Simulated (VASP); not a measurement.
# MgH2 (I4_1/amd) in VASP: further runs

MgH2 is run at these levels: PBE, r2SCAN; tasks: single point.

All numbers are computed with VASP 6.6.1; they aren't measurements. Logs are shortened: lines on timing, memory, paths and dates and some standing lists are left out, and cuts for length are marked.

**1. The cell of the first run**

It takes space group I4_1/amd (No. 141, tetragonal). The conventional cell has a = 3.781 Å, b = 3.781 Å, c = 9.387 Å, α = 90.00°, β = 90.00°, γ = 90.00°. Mg (site symmetry -4m2) has 6 H at 1.93 to 1.97 Å within 2.6 Å. Within 2.6 Å of H (site symmetry 2mm) lie 3 Mg at 1.93 to 1.97 Å and 2 H at 2.48 Å.

**2. Single point, PBE**

Contents of INCAR:

```
  ALGO = Normal
  EDIFF = 1E-6
  ENCUT = 520
  GGA = PE
  ISIF = 2
  ISMEAR = 0
  LASPH = True
  LCHARG = True
  LELF = True
  LREAL = False
  LVHAR = True
  LWAVE = False
  NBANDS = 13
  NELM = 60
  PREC = Accurate
  SIGMA = 0.01
```

Contents of KPOINTS:

```
k-points
0
Gamma
  10 10 10
```

Contents of POSCAR:

```
MgH2
1.0
   -1.8906561965      1.8906561965      4.6935862004
    1.8906561965     -1.8906561965      4.6935862004
    1.8906561965      1.8906561965     -4.6935862004
Mg H
2 4
Direct
    0.7500000000      0.2500000000      0.5000000000
    0.0000000000      0.0000000000      0.0000000000
    0.5398169929      0.0398169929      0.5000000000
    0.7898169929      0.7898169929      0.0000000000
    0.2101830071      0.2101830071      0.0000000000
    0.9601830071      0.4601830071      0.5000000000
```

Potentials or basis: VASP PAW PBE potentials, release 64 (Mg, H).

Launch:

```console
cat potpaw_PBE.64/Mg/POTCAR potpaw_PBE.64/H/POTCAR > POTCAR
mpirun -np 1 vasp_std > vasp.out
```

OUTCAR:

```text
EDIFF = 1E-6
   ENCUT = 520
   GGA = PE
   ISIF = 2
   ISMEAR = 0
   LASPH = True
   LREAL = False
   NELM = 60
   PREC = Accurate

 ion  position               nearest neighbor table
   1  0.750  0.250  0.500-   4 1.93   5 1.93   4 1.93   5 1.93   3 1.97   6 1.97   2 3.01   2 3.01
                             2 3.01   2 3.01
   2  0.000  0.000  0.000-   3 1.93   6 1.93   3 1.93   6 1.93   5 1.97   4 1.97   1 3.01   1 3.01
                             1 3.01   1 3.01
   3  0.540  0.040  0.500-   2 1.93   2 1.93   1 1.97
   4  0.790  0.790  0.000-   1 1.93   1 1.93   2 1.97
   5  0.210  0.210  0.000-   1 1.93   1 1.93   2 1.97
   6  0.960  0.460  0.500-   2 1.93   2 1.93   1 1.97

  LATTYP: Found a body centered tetragonal cell.
 ALAT       =     3.7813123930
 C/A-ratio  =     2.4825170272

  Lattice vectors:

 A1 = (  -1.8906561965,   1.8906561965,   4.6935862004)
 A2 = (   1.8906561965,  -1.8906561965,   4.6935862004)
 A3 = (   1.8906561965,   1.8906561965,  -4.6935862004)

Analysis of symmetry for initial positions (statically):
=====================================================================
 Subroutine PRICEL returns:
 Original cell was already a primitive cell.

 Routine SETGRP: Setting up the symmetry group for a
 body centered tetragonal supercell.

 Subroutine GETGRP returns: Found 16 space group operations
 (whereof  8 operations were pure point group operations)
 out of a pool of 16 trial point group operations.

The static configuration has the point symmetry D_2d.
 The point group associated with its full space group is D_4h.

Analysis of symmetry for dynamics (positions and initial velocities):
=====================================================================
 Subroutine PRICEL returns:
 Original cell was already a primitive cell.

 Routine SETGRP: Setting up the symmetry group for a
 body centered tetragonal supercell.

 Subroutine GETGRP returns: Found 16 space group operations
 (whereof  8 operations were pure point group operations)
 out of a pool of 16 trial point group operations.

The dynamic configuration has the point symmetry D_2d.
 The point group associated with its full space group is D_4h.

 Subroutine INISYM returns: Found 16 space group operations
 (whereof  8 operations are pure point group operations),
 and found     1 'primitive' translations

----------------------------------------------------------------------------------------

                                     Primitive cell

  volume of cell :      67.1104

  direct lattice vectors                    reciprocal lattice vectors
    -1.890656196  1.890656196  4.693586200     0.000000000  0.264458446  0.106528351
     1.890656196 -1.890656196  4.693586200     0.264458446  0.000000000  0.106528351
     1.890656196  1.890656196 -4.693586200     0.264458446  0.264458446  0.000000000

  length of vectors
     5.401750932  5.401750932  5.401750932     0.285107979  0.285107979  0.374000721

  position of ions in fractional coordinates (direct lattice)
     0.750000000  0.250000000  0.500000000
     0.000000000  0.000000000  0.000000000
     0.539816993  0.039816993  0.500000000
     0.789816993  0.789816993  0.000000000
     0.210183007  0.210183007  0.000000000
     0.960183007  0.460183007  0.500000000

  ion indices of the primitive-cell ions
   primitive index   ion index
                 1           1
                 2           2
                 3           3
                 4           4
                 5           5
                 6           6

----------------------------------------------------------------------------------------

 KPOINTS: k-points

Automatic generation of k-mesh.
 Grid dimensions read from file:
 generate k-points for:   10   10   10

 Generating k-lattice:

  Cartesian coordinates                     Fractional coordinates (reciprocal lattice)
     0.000000000  0.026445845  0.010652835     0.100000000  0.000000000  0.000000000
     0.026445845  0.000000000  0.010652835     0.000000000  0.100000000  0.000000000
     0.026445845  0.026445845  0.000000000     0.000000000  0.000000000  0.100000000

  Length of vectors
     0.028510798  0.028510798  0.037400072

  Shift w.r.t. Gamma in fractional coordinates (k-lattice)
     0.000000000  0.000000000  0.000000000

 Subroutine IBZKPT returns following result:
 ===========================================

 Found    102 irreducible k-points:

 Following reciprocal coordinates:
            Coordinates               Weight
  0.000000  0.000000  0.000000      1.000000
  0.100000 -0.000000  0.000000      8.000000
  0.200000 -0.000000  0.000000      8.000000
  0.300000 -0.000000  0.000000      8.000000
  0.400000 -0.000000  0.000000      8.000000
  0.500000 -0.000000  0.000000      4.000000
[... 16 lines left out ...]
  0.300000  0.300000  0.000000      8.000000
  0.400000  0.300000  0.000000     16.000000
 [... further k-points ...]
   k-points           NKPTS =    102   k-points in BZ     NKDIM =    102   number of bands    NBANDS=     13
   number of dos      NEDOS =    301   number of ions     NIONS =      6
   total plane-waves  NPLWV =  64000
   dimension x,y,z NGX =    40 NGY =   40 NGZ =   40
   dimension x,y,z NGXF=    80 NGYF=   80 NGZF=   80
   ions per type =               2   4
   NGX,Y,Z   is equivalent  to a cutoff of  12.31, 12.31, 12.31 a.u.
   NGXF,Y,Z  is equivalent  to a cutoff of  24.62, 24.62, 24.62 a.u.
 SYSTEM =  unknown system
   PREC   = accura    normal or accurate (medium, high low for compatibility)
   ISTART =      0    job   : 0-new  1-cont  2-samecut
   ICHARG =      2    charge: 1-file 2-atom 10-const
   ISPIN  =      1    spin polarized calculation?
   LNONCOLLINEAR =      F non collinear calculations
   LSORBIT =      F    spin-orbit coupling
   LASPH  =      T    aspherical Exc in radial PAW
   ENCUT  =  520.0 eV  38.22 Ry    6.18 a.u.  10.04 10.04 10.04*2*pi/ulx,y,z
   NELM   =     60;   NELMIN=  2; NELMDL= -5     # of ELM steps
   EDIFF  = 0.1E-05   stopping-criterion for ELM
   LREAL  =      F    real-space projection
   EDIFFG = 0.1E-04   stopping-criterion for IOM
   NSW    =      0    number of steps for IOM
   IBRION =     -1    ionic relax: 0-MD 1-quasi-New 2-CG
   NFREE  =      0    steps in history (QN), initial steepest desc. (CG)
   ISIF   =      2    stress and relaxation
   ISYM   =      2    0-nonsym 1-usesym 2-fastsym
   POTIM  = 0.5000    time-step for ionic-motion
   TEBEG  =    0.0;   TEEND  =   0.0 temperature during run
   PSTRESS=    0.0 pullay stress
   NELECT =       8.0000    total number of electrons
   NUPDOWN=      -1.0000    fix difference up-down
   EMIN   =  10.00;   EMAX   =-10.00  energy-range for DOS
   EFERMI =   0.00;   METHOD = LEGACY
   ISMEAR =     0;   SIGMA  =   0.01  broadening in eV -4-tet -1-fermi 0-gaus
   EFERMI_NEDOS =   21; number of points for ismear=-14 and -15
   IALGO  =     38    algorithm
   IMIX   =      4    mixing-type and parameters
     AMIX     =   0.40;   BMIX     =  1.00
     AMIX_MAG =   1.60;   BMIX_MAG =  1.00
  volume/ion in A,a.u.               =      11.19        75.48
  Fermi-wavevector in a.u.,A,eV,Ry     =   0.805703  1.522557  8.832316  0.649157
  Thomas-Fermi vector in A             =   1.913997
   LORBIT       =      0    0 simple, 1 ext, 2 COOP (PROOUT), +10 PAW based schemes
   GGA     = PE    functional components
   LHFCALC =     F    Hartree Fock is set to
   AEXX    =    0.0000 exact exchange contribution
   IVDW    =     0    specifies the selected vdW correction
   LEPSILON=     F    determine dielectric tensor
   LRPA    =     F    only Hartree local field effects (RPA)
 non-spin polarized calculation
 Gauss-broadening in eV      SIGMA  =   0.01
  energy-cutoff  :      520.00
  volume of cell :       67.11
 maximum number of plane-waves:      1824
   NGX = 19   NGY = 19   NGZ = 19

 number of electron       8.0000000 magnetization

 Free energy of the ion-electron system (eV)
  ---------------------------------------------------
  ext. energy  EPLUGINS =         0.00000000
  ---------------------------------------------------
  free energy    TOTEN  =       -17.46640420 eV

  energy without entropy =      -17.46640420  energy(sigma->0) =      -17.46640420

 E-fermi :  -0.3539     XC(G=0):  -7.9310

 val. band max:       -0.4048076600   @ k =   0.0000   0.0000   0.0000
 cond. band min:       3.1733545870   @ k =   0.4000   0.2000   0.1000
 fundamental gap:      3.5781622471
 Fermi energy:        -0.3538935592

 k-point     1 :       0.0000    0.0000    0.0000
  band No.  band energies     occupation
      1      -7.1772      2.00000
      2      -2.4226      2.00000
      3      -2.1985      2.00000
      4      -0.4048      2.00000
      5       4.3869      0.00000
      6       6.2443      0.00000
      7       6.2443      0.00000
      8       6.7508      0.00000
      9       6.7508      0.00000
     10       8.0582      0.00000
     11       8.9677      0.00000
     12      14.3196      0.00000
     13      14.4873      0.00000

 k-point     2 :       0.1000   -0.0000    0.0000
  band No.  band energies     occupation
      1      -7.0727      2.00000
      2      -2.6542      2.00000
      3      -1.9743      2.00000
      4      -0.5858      2.00000
      5       4.2121      0.00000
      6       5.8369      0.00000
      7       6.1987      0.00000
      8       6.6376      0.00000
      9       6.9934      0.00000
     10       8.8532      0.00000
     11       9.6824      0.00000
     12      13.2156      0.00000
     13      13.3133      0.00000
[... 321 lines left out ...]
 k-point    23 :       0.3000    0.3000    0.0000
  band No.  band energies     occupation
      1      -5.1645      2.00000
      2      -3.5299      2.00000
      3      -2.2311      2.00000
      4      -2.1195      2.00000
      5       4.0434      0.00000
      6       4.7521      0.00000
      7       5.1035      0.00000
      8       6.8293      0.00000
      9       8.2880      0.00000
     10       9.0672      0.00000
     11       9.2135      0.00000
     12      12.2881      0.00000
     13      13.0757      0.00000

 k-point    24 :       0.4000    0.3000    0.0000
  band No.  band energies     occupation
      1      -4.5520      2.00000
      2      -3.5612      2.00000
      3      -2.8074      2.00000
      4      -2.0363      2.00000
      5       3.6588      0.00000
      6       4.8401      0.00000
      7       5.1550      0.00000
      8       5.8903      0.00000
      9       7.7944      0.00000
     10       9.0454      0.00000
     11       9.3293      0.00000
     12      12.3919      0.00000
     13      13.7045      0.00000

 [... further k-points ...]
[... 5 lines left out ...]
  --------------------------------------------------------------------------------------
  -------------------------------------------------------------------------------------
  Total        0.3305518      0.3305518      0.3632571      0.0000000      0.0000000      0.0000000
  in kB        7.8915117      7.8915117      8.6723091      0.0000000      0.0000000      0.0000000
  external PRESSURE =       8.1517775 kB  Pullay stress =       0.0000000 kB

 VOLUME and BASIS-vectors are now :
 -----------------------------------------------------------------------------
  energy-cutoff  :      520.00
  volume of cell :       67.11
      direct lattice vectors                 reciprocal lattice vectors
    -1.890656196  1.890656196  4.693586200     0.000000000  0.264458446  0.106528351
     1.890656196 -1.890656196  4.693586200     0.264458446  0.000000000  0.106528351
     1.890656196  1.890656196 -4.693586200     0.264458446  0.264458446  0.000000000

 POSITION                                       TOTAL-FORCE (eV/Angst)
 -----------------------------------------------------------------------------------
      0.00000      1.89066      2.34679         0.000000      0.000000      0.000000
      0.00000      0.00000      0.00000         0.000000      0.000000      0.000000
      0.00000      1.89066      0.37377        -0.000000      0.000000     -0.022247
      0.00000      0.00000      7.41415         0.000000     -0.000000     -0.022247
      0.00000      0.00000      1.97302         0.000000     -0.000000      0.022247
      0.00000      1.89066      4.31982        -0.000000      0.000000      0.022247
 -----------------------------------------------------------------------------------
    total drift:                               -0.000000      0.000000     -0.000000

  FREE ENERGIE OF THE ION-ELECTRON SYSTEM (eV)
  ---------------------------------------------------
  free  energy   TOTEN  =       -17.4664041988 eV

  energy  without entropy=      -17.4664041988  energy(sigma->0) =      -17.46640420
```

Wall time 64 s (1 thread of Intel Xeon 6975P-C (Granite Rapids), shared host); peak memory 0.28 GiB.

What came out:

- Free energy: -17.4664 eV
- Pressure: 0.8 GPa
- Largest force: 0.022 eV/Å
- Band gap on the k mesh: 3.58 eV (least direct gap 4.72 eV)

Forces in eV/Å, atoms in the order of the input:
```
Mg   0.000  0.000  0.000
Mg   0.000  0.000  0.000
H    0.000  0.000 -0.022
H    0.000  0.000 -0.022
H    0.000  0.000  0.022
H    0.000  0.000  0.022
```

Stress tensor (GPa, compression positive):
```
0.79 0.00 0.00
0.00 0.79 0.00
0.00 0.00 0.87
```

Levels at points of the mesh, in eV from the valence-band top:
```csv
k point,band 2,band 3,band 4,band 5,band 6,band 7
"(0.00, 0.00, 0.00)",-2.02,-1.79,0.00,4.79,6.65,6.65
"(0.50, 0.00, 0.00)",-3.64,-2.48,-0.90,4.16,6.84,7.25
"(0.50, 0.50, 0.00)",-2.92,-2.47,-2.47,3.58,3.58,6.02
"(0.50, 0.50, 0.50)",-5.33,-0.29,-0.29,5.40,5.40,8.79
```

A k mesh can miss the band edges.

**3. Single point, r2SCAN**

POSCAR is that of step 2.

Contents of INCAR.step1:

```
SYSTEM = MgH2
PREC     = Accurate       ! precision mode
ENCUT    = 520            ! plane-wave cutoff, eV
ISMEAR   = 0              ! smearing method
SIGMA    = 0.01           ! smearing width, eV
LREAL    = .False.        ! projectors in reciprocal space
LASPH    = .True.         ! aspherical terms in the spheres
NELM     = 60             ! most SCF steps
NBANDS   = 13             ! bands
GGA      = PE             ! functional
ALGO     = Normal         ! electronic algorithm
EDIFF    = 1E-4           ! SCF threshold, eV
LWAVE    = .True.         ! write WAVECAR
LCHARG   = .False.        ! write CHGCAR
```

Contents of INCAR.step2:

```
SYSTEM = MgH2
PREC     = Accurate       ! precision mode
ENCUT    = 520            ! plane-wave cutoff, eV
EDIFF    = 1E-6           ! SCF threshold, eV
ISMEAR   = 0              ! smearing method
SIGMA    = 0.01           ! smearing width, eV
LREAL    = .False.        ! projectors in reciprocal space
LASPH    = .True.         ! aspherical terms in the spheres
NELM     = 60             ! most SCF steps
ALGO     = Normal         ! electronic algorithm
ISIF     = 2              ! what is computed and relaxed
LWAVE    = .False.        ! write WAVECAR
LCHARG   = .False.        ! write CHGCAR
METAGGA  = R2SCAN         ! meta-GGA
LMIXTAU  = .True.       
NBANDS   = 13             ! bands
ISTART   = 1
```

Contents of KPOINTS:

```
Automatic mesh
0
Gamma
  10 10 10
  0 0 0
```

Potentials or basis: VASP PAW PBE potentials, release 64 (Mg, H).

Launch:

```console
cat potpaw_PBE.64/Mg/POTCAR potpaw_PBE.64/H/POTCAR > POTCAR
cp INCAR.step1 INCAR
mpirun -np 1 vasp_std > vasp.out
cp INCAR.step2 INCAR
mpirun -np 1 vasp_std > vasp.out
```

Run time: 3.4 min. Hardware: 1 thread of Intel Xeon 6975P-C (Granite Rapids), shared host; peak memory 0.31 GiB.

The run converged. Its results:

- Free energy: -23.5271 eV
- Pressure: -0.4 GPa
- Largest force: 0.008 eV/Å
- Band gap on the k mesh: 4.10 eV (least direct gap 5.20 eV)

Forces on the atoms (eV/Å):
```
Mg   0.000  0.000  0.000
Mg   0.000  0.000  0.000
H    0.000  0.000  0.008
H    0.000  0.000  0.008
H    0.000  0.000 -0.008
H    0.000  0.000 -0.008
```

Levels at points of the mesh, in eV from the valence-band top:
```
           k point  band 2  band 3  band 4  band 5  band 6  band 7
(0.00, 0.00, 0.00)   -2.07   -1.81    0.00    5.25    7.26    7.26
(0.50, 0.00, 0.00)   -3.68   -2.54   -0.90    4.65    7.42    7.92
(0.50, 0.50, 0.00)   -2.94   -2.52   -2.52    4.10    4.10    6.64
(0.50, 0.50, 0.50)   -5.40   -0.31   -0.31    5.97    5.97    9.41
```

Caveat: the PAW data sets were made with another functional, which shifts forces and pressure a little.
